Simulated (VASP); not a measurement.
# HfSbAu3 (Pm-3m) in VASP: a series of runs

HfSbAu3 is run at these levels: PBE; tasks: single point.

All numbers are computed with VASP 6.6.1; they aren't measurements. Logs are shortened: lines on timing, memory, paths and dates and some standing lists are left out, and cuts for length are marked.

## 1. The cell of the first run

It takes space group Pm-3m (No. 221, cubic). The conventional cell has a = 4.600 Å, b = 4.600 Å, c = 4.600 Å, α = 90.00°, β = 90.00°, γ = 90.00°. Within 3.0 Å of Hf (site symmetry m-3m) lie 6 Au at 2.30 Å. Within 4.3 Å of Sb (site symmetry m-3m) lie 12 Au at 3.25 Å and 8 Hf at 3.98 Å. Within 3.0 Å of Au (site symmetry 4/mmm) lie 2 Hf at 2.30 Å.

## 2. Single point, PBE

INCAR reads:

```
SYSTEM = HfSbAu3
ALGO     = Normal         ! electronic algorithm
EDIFF    = 1E-6           ! SCF threshold, eV
ENCUT    = 520            ! plane-wave cutoff, eV
GGA      = PE             ! functional
ISIF     = 2              ! what is computed and relaxed
ISMEAR   = 0              ! smearing method
LASPH    = .True.         ! aspherical terms in the spheres
LCHARG   = .False.        ! write CHGCAR
LREAL    = .False.        ! projectors in reciprocal space
LWAVE    = .False.        ! write WAVECAR
NBANDS   = 32             ! bands
NELM     = 100            ! most SCF steps
PREC     = Accurate       ! precision mode
SIGMA    = 0.1            ! smearing width, eV
```

KPOINTS reads:

```
k-points
0
Gamma
  4 4 4
  0 0 0
```

POSCAR reads:

```
HfSbAu3
1.0
    4.5998977705      0.0000000000      0.0000000000
    0.0000000000      4.5998977705      0.0000000000
    0.0000000000      0.0000000000      4.5998977705
Hf Sb Au
1 1 3
Direct
    0.5000000000      0.5000000000      0.5000000000
    0.0000000000      0.0000000000      0.0000000000
    0.0000000000      0.5000000000      0.5000000000
    0.5000000000      0.0000000000      0.5000000000
    0.5000000000      0.5000000000      0.0000000000
```

Potentials or basis: VASP PAW PBE potentials, release 64 (Hf_pv, Sb, Au).

Command:

```sh
cat potpaw_PBE.64/Hf_pv/POTCAR potpaw_PBE.64/Sb/POTCAR potpaw_PBE.64/Au/POTCAR > POTCAR
mpirun -np 1 vasp_std > vasp.out
```

OUTCAR:

```text
SYSTEM = HfSbAu3
   EDIFF = 1E-6
   ENCUT = 520
   GGA = PE
   ISIF = 2
   ISMEAR = 0
   LASPH = .True.
   LREAL = .False.
   NELM = 100
   PREC = Accurate

 ion  position               nearest neighbor table
   1  0.500  0.500  0.500-   3 2.30   4 2.30   5 2.30   5 2.30   4 2.30   3 2.30
   2  0.000  0.000  0.000-   3 3.25   4 3.25   5 3.25   3 3.25   4 3.25   3 3.25   5 3.25   3 3.25
                             4 3.25   5 3.25   4 3.25   5 3.25
   3  0.000  0.500  0.500-   1 2.30   1 2.30   4 3.25   5 3.25   2 3.25   5 3.25   2 3.25   4 3.25
                             2 3.25   2 3.25   4 3.25   5 3.25   5 3.25   4 3.25
   4  0.500  0.000  0.500-   1 2.30   1 2.30   3 3.25   5 3.25   2 3.25   5 3.25   2 3.25   3 3.25
                             5 3.25   5 3.25   2 3.25   3 3.25   2 3.25   3 3.25
   5  0.500  0.500  0.000-   1 2.30   1 2.30   3 3.25   4 3.25   2 3.25   3 3.25   4 3.25   2 3.25
                             4 3.25   4 3.25   2 3.25   3 3.25   3 3.25   2 3.25

  LATTYP: Found a simple cubic cell.
 ALAT       =     4.5998977705

  Lattice vectors:

 A1 = (   4.5998977705,   0.0000000000,   0.0000000000)
 A2 = (   0.0000000000,   4.5998977705,   0.0000000000)
 A3 = (   0.0000000000,   0.0000000000,   4.5998977705)

Analysis of symmetry for initial positions (statically):
=====================================================================
 Subroutine PRICEL returns:
 Original cell was already a primitive cell.

 Routine SETGRP: Setting up the symmetry group for a
 simple cubic supercell.

 Subroutine GETGRP returns: Found 48 space group operations
 (whereof 48 operations were pure point group operations)
 out of a pool of 48 trial point group operations.

The static configuration has the point symmetry O_h .

Analysis of symmetry for dynamics (positions and initial velocities):
=====================================================================
 Subroutine PRICEL returns:
 Original cell was already a primitive cell.

 Routine SETGRP: Setting up the symmetry group for a
 simple cubic supercell.

 Subroutine GETGRP returns: Found 48 space group operations
 (whereof 48 operations were pure point group operations)
 out of a pool of 48 trial point group operations.

The dynamic configuration has the point symmetry O_h .

 Subroutine INISYM returns: Found 48 space group operations
 (whereof 48 operations are pure point group operations),
 and found     1 'primitive' translations

----------------------------------------------------------------------------------------

                                     Primitive cell

  volume of cell :      97.3295

  direct lattice vectors                    reciprocal lattice vectors
     4.599897771  0.000000000  0.000000000     0.217396136  0.000000000  0.000000000
     0.000000000  4.599897771  0.000000000     0.000000000  0.217396136  0.000000000
     0.000000000  0.000000000  4.599897771     0.000000000  0.000000000  0.217396136

  length of vectors
     4.599897771  4.599897771  4.599897771     0.217396136  0.217396136  0.217396136

  position of ions in fractional coordinates (direct lattice)
     0.500000000  0.500000000  0.500000000
     0.000000000  0.000000000  0.000000000
     0.000000000  0.500000000  0.500000000
     0.500000000  0.000000000  0.500000000
     0.500000000  0.500000000  0.000000000

  ion indices of the primitive-cell ions
   primitive index   ion index
                 1           1
                 2           2
                 3           3
                 4           4
                 5           5

----------------------------------------------------------------------------------------

 KPOINTS: k-points

Automatic generation of k-mesh.
 Grid dimensions read from file:
 generate k-points for:    4    4    4

 Generating k-lattice:

  Cartesian coordinates                     Fractional coordinates (reciprocal lattice)
     0.054349034  0.000000000  0.000000000     0.250000000  0.000000000  0.000000000
     0.000000000  0.054349034  0.000000000     0.000000000  0.250000000  0.000000000
     0.000000000  0.000000000  0.054349034     0.000000000  0.000000000  0.250000000

  Length of vectors
     0.054349034  0.054349034  0.054349034

  Shift w.r.t. Gamma in fractional coordinates (k-lattice)
     0.000000000  0.000000000  0.000000000

 Subroutine IBZKPT returns following result:
 ===========================================

 Found     10 irreducible k-points:

 Following reciprocal coordinates:
            Coordinates               Weight
  0.000000  0.000000  0.000000      1.000000
  0.250000  0.000000  0.000000      6.000000
  0.500000  0.000000  0.000000      3.000000
  0.250000  0.250000  0.000000     12.000000
  0.500000  0.250000  0.000000     12.000000
  0.500000  0.500000  0.000000      3.000000
  0.250000  0.250000  0.250000      8.000000
  0.500000  0.250000  0.250000     12.000000
  0.500000  0.500000  0.250000      6.000000
  0.500000  0.500000  0.500000      1.000000
   k-points           NKPTS =     10   k-points in BZ     NKDIM =     10   number of bands    NBANDS=     32
   number of dos      NEDOS =    301   number of ions     NIONS =      5
   total plane-waves  NPLWV =  46656
   dimension x,y,z NGX =    36 NGY =   36 NGZ =   36
   dimension x,y,z NGXF=    72 NGYF=   72 NGZF=   72
   ions per type =               1   1   3
   NGX,Y,Z   is equivalent  to a cutoff of  13.01, 13.01, 13.01 a.u.
   NGXF,Y,Z  is equivalent  to a cutoff of  26.02, 26.02, 26.02 a.u.
 SYSTEM =  HfSbAu3
   PREC   = accura    normal or accurate (medium, high low for compatibility)
   ISTART =      0    job   : 0-new  1-cont  2-samecut
   ICHARG =      2    charge: 1-file 2-atom 10-const
   ISPIN  =      1    spin polarized calculation?
   LNONCOLLINEAR =      F non collinear calculations
   LSORBIT =      F    spin-orbit coupling
   LASPH  =      T    aspherical Exc in radial PAW
   ENCUT  =  520.0 eV  38.22 Ry    6.18 a.u.   8.55  8.55  8.55*2*pi/ulx,y,z
   NELM   =    100;   NELMIN=  2; NELMDL= -5     # of ELM steps
   EDIFF  = 0.1E-05   stopping-criterion for ELM
   LREAL  =      F    real-space projection
   EDIFFG = 0.1E-04   stopping-criterion for IOM
   NSW    =      0    number of steps for IOM
   IBRION =     -1    ionic relax: 0-MD 1-quasi-New 2-CG
   NFREE  =      0    steps in history (QN), initial steepest desc. (CG)
   ISIF   =      2    stress and relaxation
   ISYM   =      2    0-nonsym 1-usesym 2-fastsym
   POTIM  = 0.5000    time-step for ionic-motion
   TEBEG  =    0.0;   TEEND  =   0.0 temperature during run
   PSTRESS=    0.0 pullay stress
   NELECT =      48.0000    total number of electrons
   NUPDOWN=      -1.0000    fix difference up-down
   EMIN   =  10.00;   EMAX   =-10.00  energy-range for DOS
   EFERMI =   0.00;   METHOD = LEGACY
   ISMEAR =     0;   SIGMA  =   0.10  broadening in eV -4-tet -1-fermi 0-gaus
   EFERMI_NEDOS =   21; number of points for ismear=-14 and -15
   IALGO  =     38    algorithm
   IMIX   =      4    mixing-type and parameters
     AMIX     =   0.40;   BMIX     =  1.00
     AMIX_MAG =   1.60;   BMIX_MAG =  1.00
  volume/ion in A,a.u.               =      19.47       131.36
  Fermi-wavevector in a.u.,A,eV,Ry     =   1.293422  2.444214 22.761753  1.672942
  Thomas-Fermi vector in A             =   2.425069
   LORBIT       =      0    0 simple, 1 ext, 2 COOP (PROOUT), +10 PAW based schemes
   GGA     = PE    functional components
   LHFCALC =     F    Hartree Fock is set to
   AEXX    =    0.0000 exact exchange contribution
   IVDW    =     0    specifies the selected vdW correction
   LEPSILON=     F    determine dielectric tensor
   LRPA    =     F    only Hartree local field effects (RPA)
 non-spin polarized calculation
 Gauss-broadening in eV      SIGMA  =   0.10
  energy-cutoff  :      520.00
  volume of cell :       97.33
 maximum number of plane-waves:      2657
 NGX is ok and might be reduce to    36
   NGX = 17   NGY = 17   NGZ = 17

 number of electron      47.9999993 magnetization

 Free energy of the ion-electron system (eV)
  ---------------------------------------------------
  ext. energy  EPLUGINS =         0.00000000
  ---------------------------------------------------
  free energy    TOTEN  =       -15.91771872 eV

  energy without entropy =      -15.90540196  energy(sigma->0) =      -15.91156034

 E-fermi :   8.8785     XC(G=0): -11.7249

 val. band max:        8.8414436173   @ k =   0.5000   0.5000   0.0000
 cond. band min:       8.9429110126   @ k =   0.5000   0.2500   0.0000
 fundamental gap:      0.1014673953
 Fermi energy:         8.8784998172

 k-point     1 :       0.0000    0.0000    0.0000
  band No.  band energies     occupation
      1     -22.6904      2.00000
      2     -22.6904      2.00000
      3     -22.6904      2.00000
      4      -2.2359      2.00000
      5       0.5113      2.00000
      6       0.5113      2.00000
[... 24 lines left out ...]
     31      13.5962      0.00000
     32      14.9776      0.00000

 k-point     2 :       0.2500    0.0000    0.0000
  band No.  band energies     occupation
      1     -22.8240      2.00000
      2     -22.6947      2.00000
      3     -22.6947      2.00000
      4      -1.8123      2.00000
      5       0.4687      2.00000
      6       0.5323      2.00000
[... 24 lines left out ...]
     31      13.3652      0.00000
     32      13.5321      0.00000

 k-point     3 :       0.5000    0.0000    0.0000
  band No.  band energies     occupation
      1     -22.9541      2.00000
      2     -22.6990      2.00000
      3     -22.6990      2.00000
      4      -1.1476      2.00000
      5       0.0876      2.00000
      6       0.5525      2.00000
[... 24 lines left out ...]
     31      12.5436      0.00000
     32      13.4720      0.00000

 k-point     4 :       0.2500    0.2500    0.0000
  band No.  band energies     occupation
      1     -22.8283      2.00000
      2     -22.8282      2.00000
      3     -22.6990      2.00000
      4      -1.4571      2.00000
      5       0.4763      2.00000
      6       1.0961      2.00000
[... 24 lines left out ...]
     31      13.9600      0.00000
     32      14.0786      0.00000

 k-point     5 :       0.5000    0.2500    0.0000
  band No.  band energies     occupation
      1     -22.9583      2.00000
      2     -22.8325      2.00000
      3     -22.7033      2.00000
      4      -0.9827      2.00000
      5       0.3811      2.00000
      6       1.1969      2.00000
[... 24 lines left out ...]
     31      13.7975      0.00000
     32      13.9549      0.00000

 k-point     6 :       0.5000    0.5000    0.0000
  band No.  band energies     occupation
      1     -22.9625      2.00000
      2     -22.9625      2.00000
      3     -22.7076      2.00000
      4      -0.7919      2.00000
      5       0.4899      2.00000
      6       1.9187      2.00000
[... 24 lines left out ...]
     31      13.4204      0.00000
     32      15.3313      0.00000

 k-point     7 :       0.2500    0.2500    0.2500
  band No.  band energies     occupation
      1     -22.8327      2.00000
      2     -22.8325      2.00000
      3     -22.8325      2.00000
      4      -1.1953      2.00000
      5       1.1446      2.00000
      6       1.5463      2.00000
[... 24 lines left out ...]
     31      13.0780      0.00000
     32      14.7542      0.00000

 k-point     8 :       0.5000    0.2500    0.2500
  band No.  band energies     occupation
      1     -22.9625      2.00000
      2     -22.8369      2.00000
      3     -22.8367      2.00000
      4      -0.9043      2.00000
      5       1.3769      2.00000
      6       1.7237      2.00000
[... 24 lines left out ...]
     31      13.0148      0.00000
     32      14.9617      0.00000

 k-point     9 :       0.5000    0.5000    0.2500
  band No.  band energies     occupation
      1     -22.9668      2.00000
      2     -22.9668      2.00000
      3     -22.8411      2.00000
      4      -0.8247      2.00000
      5       1.7478      2.00000
      6       2.0248      2.00000
[... 24 lines left out ...]
     31      12.4024      0.00000
     32      15.2207      0.00000

 k-point    10 :       0.5000    0.5000    0.5000
  band No.  band energies     occupation
      1     -22.9710      2.00000
      2     -22.9710      2.00000
      3     -22.9710      2.00000
      4      -0.8556      2.00000
      5       2.1510      2.00000
      6       2.1510      2.00000
[... 24 lines left out ...]
     31       9.8984      0.00000
     32      17.7543      0.00000

------------------------ aborting loop because EDIFF is reached ----------------------------------------

  FORCE on cell =-STRESS in cart. coord.  units (eV):
  Direction    XX          YY          ZZ          XY          YZ          ZX
  --------------------------------------------------------------------------------------
  -------------------------------------------------------------------------------------
  Total       30.2539056     30.2539056     30.2539056      0.0000000      0.0000000     -0.0000000
  in kB      498.0208104    498.0208104    498.0208104      0.0000000      0.0000000     -0.0000000
  external PRESSURE =     498.0208104 kB  Pullay stress =       0.0000000 kB

 VOLUME and BASIS-vectors are now :
 -----------------------------------------------------------------------------
  energy-cutoff  :      520.00
  volume of cell :       97.33
      direct lattice vectors                 reciprocal lattice vectors
     4.599897771  0.000000000  0.000000000     0.217396136  0.000000000  0.000000000
     0.000000000  4.599897771  0.000000000     0.000000000  0.217396136  0.000000000
     0.000000000  0.000000000  4.599897771     0.000000000  0.000000000  0.217396136

 POSITION                                       TOTAL-FORCE (eV/Angst)
 -----------------------------------------------------------------------------------
      2.29995      2.29995      2.29995         0.000000      0.000000      0.000000
      0.00000      0.00000      0.00000         0.000000      0.000000      0.000000
      0.00000      2.29995      2.29995         0.000000      0.000000      0.000000
      2.29995      0.00000      2.29995         0.000000      0.000000      0.000000
      2.29995      2.29995      0.00000         0.000000      0.000000      0.000000
 -----------------------------------------------------------------------------------
    total drift:                                0.000000      0.000000      0.000000

  FREE ENERGIE OF THE ION-ELECTRON SYSTEM (eV)
  ---------------------------------------------------
  free  energy   TOTEN  =       -15.9177187166 eV

  energy  without entropy=      -15.9054019594  energy(sigma->0) =      -15.91156034
```

It took 53 s on 1 thread of Oxide Virtual Turin-like, shared host; peak memory 0.19 GiB.

What came out:

```
Free energy            : -15.9177 eV
Pressure               : 49.8 GPa
Band gap on the k mesh : zero (band 24 reaches 9.20 eV, above the bottom of band 25 at 7.29 eV)
```

Caveat: spin-orbit coupling is left out, which moves the levels of the heavy elements.

## 3. Single point, PBE

This run uses another cell than the first one, of 27.87 Å³/atom, 1.432 times its volume.

INCAR reads:

```
SYSTEM = HfSbAu3
PREC = Accurate
ENCUT = 520
EDIFF = 1E-6
ISMEAR = 0
SIGMA = 0.1
LREAL = .FALSE.
LASPH = .TRUE.
NELM = 100
ALGO = Normal
ISIF = 2
LWAVE = .FALSE.
LCHARG = .FALSE.
GGA = PE
NBANDS = 32
```

KPOINTS reads:

```
Automatic mesh
0
G
  4 4 4
  0 0 0
```

Changes to POSCAR since step 2:

```diff
@@ -2,5 +2,5 @@
 1.0
-    4.5998977705      0.0000000000      0.0000000000
-    0.0000000000      4.5998977705      0.0000000000
-    0.0000000000      0.0000000000      4.5998977705
+    5.1843340340      0.0000000000      0.0000000000
+    0.0000000000      5.1843340340      0.0000000000
+    0.0000000000      0.0000000000      5.1843340340
 Hf Sb Au
```

Potentials or basis: VASP PAW PBE potentials, release 64 (Hf_pv, Sb, Au).

Command:

```sh
cat potpaw_PBE.64/Hf_pv/POTCAR potpaw_PBE.64/Sb/POTCAR potpaw_PBE.64/Au/POTCAR > POTCAR
mpirun -np 1 vasp_std > vasp.out
```

Run time: 90 s. Hardware: 1 thread of Oxide Virtual Turin-like, shared host; peak memory 0.23 GiB.

The run converged. Its results:

* Free energy: -20.4698 eV
* Pressure: -0.2 GPa
* Band gap on the k mesh: zero (band 24 reaches 4.80 eV, above the bottom of band 25 at 2.97 eV)

Levels at points of the mesh, in eV from the Fermi level:
```tsv
k point	band 20	band 21	band 22	band 23	band 24	band 25	band 26	band 27	band 28	band 29
(0.00, 0.00, 0.00)	-2.90	-1.13	-1.13	-1.12	-1.12	-1.12	3.22	3.22	3.22	3.25
(0.50, 0.00, 0.00)	-3.20	-2.30	-1.18	-0.02	-0.02	0.05	1.61	2.14	2.14	2.27
(0.50, 0.50, 0.00)	-3.22	-2.67	-2.67	-0.35	-0.33	0.34	0.66	1.34	1.34	1.56
(0.50, 0.50, 0.50)	-2.32	-2.32	-2.32	-2.24	-1.50	-1.50	-1.50	0.24	0.24	1.30
```

Caveat: spin-orbit coupling is left out, which moves the levels of the heavy elements.
